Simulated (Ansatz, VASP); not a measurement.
## SnSb3 in VASP and in Ansatz

```xyz
4
Lattice="4.7451 0.0000 0.0000 0.0000 4.7451 0.0000 0.0000 0.0000 4.7451" Properties=species:S:1:pos:R:3 pbc="T T T"
Sn    0.0000    0.0000    0.0000
Sb    0.0000    2.3726    2.3726
Sb    2.3726    0.0000    2.3726
Sb    2.3726    2.3726    0.0000
```

Alike in both runs: task relaxation of cell and atoms; functional PBE; k mesh 10 × 10 × 10; occupations gaussian, width 0.1 eV; no spin polarisation.

|  | VASP | Ansatz |
| --- | --- | --- |
| version | VASP 6.6.1 | Ansatz 0.2.0 |
| potentials or method | VASP PAW PBE potentials, release 64 (Sn_d, Sb), cutoff 600 eV | scalar-relativistic, plane waves, PAW |
| valence electrons in the cell | 29 | 59 |

Ansatz gave:

| Property | Result |
| --- | --- |
| gap on the k mesh at the Fermi level, each at its own relaxed structure (eV) | none |
| relaxed volume (Å³/atom) | 27.84 |
| relaxed length of the cell vector where the two differ most in proportion (Å) | 4.811 |

Problem. Which values does VASP return?

Solution. gap on the k mesh at the Fermi level, each at its own relaxed structure (eV): none; relaxed volume (Å³/atom): 27.78; relaxed length of the cell vector where the two differ most in proportion (Å): 4.808.

A gap of «none» marks a metal or a gap that the smearing closes. VASP's potentials hold 29 valence electrons a cell and Ansatz's 59, so a difference there can come from the potentials and not from the codes.

Spin-orbit coupling is off throughout.
